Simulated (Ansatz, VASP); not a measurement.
## One calculation of Ca, two programs

```
CELL_PARAMETERS angstrom
5.13056 0.00000 0.00000
-2.56528 4.44319 0.00000
0.00000 0.00000 5.82079
ATOMIC_POSITIONS crystal
Ca 0.22540 0.00000 0.33333
Ca 0.00000 0.22540 0.66667
Ca 0.77460 0.77460 0.00000
```

Alike in both runs: task single point; functional r2SCAN; k mesh 6 × 6 × 4; occupations gaussian, width 0.1 eV; no spin polarisation.

|  | VASP | Ansatz |
| --- | --- | --- |
| version | VASP 6.6.1 | Ansatz 0.2.0 |
| potentials or method | VASP PAW PBE potentials, release 64 (Ca_sv), cutoff 520 eV | scalar-relativistic, plane waves, PAW |
| valence electrons in the cell | 30 | 30 |

```csv
,VASP,Ansatz,Ansatz less VASP
gap on the k mesh at the Fermi level (eV),none,none,-
pressure (GPa),1.0,1.0,-0.05
"traceless stress, the component that is largest in VASP (GPa)",2.87,2.83,-0.039
rms of the force components (eV/Å),1.599,1.587,-0.0122
```

VASP's potentials were made for PBE, not for r2SCAN. Atom by atom the forces differ by 0.012 eV/Å (rms over components). A gap of «none» marks a metal or a gap that the smearing closes. With one functional, cell and mesh, what is left measures potentials, basis and numerics.
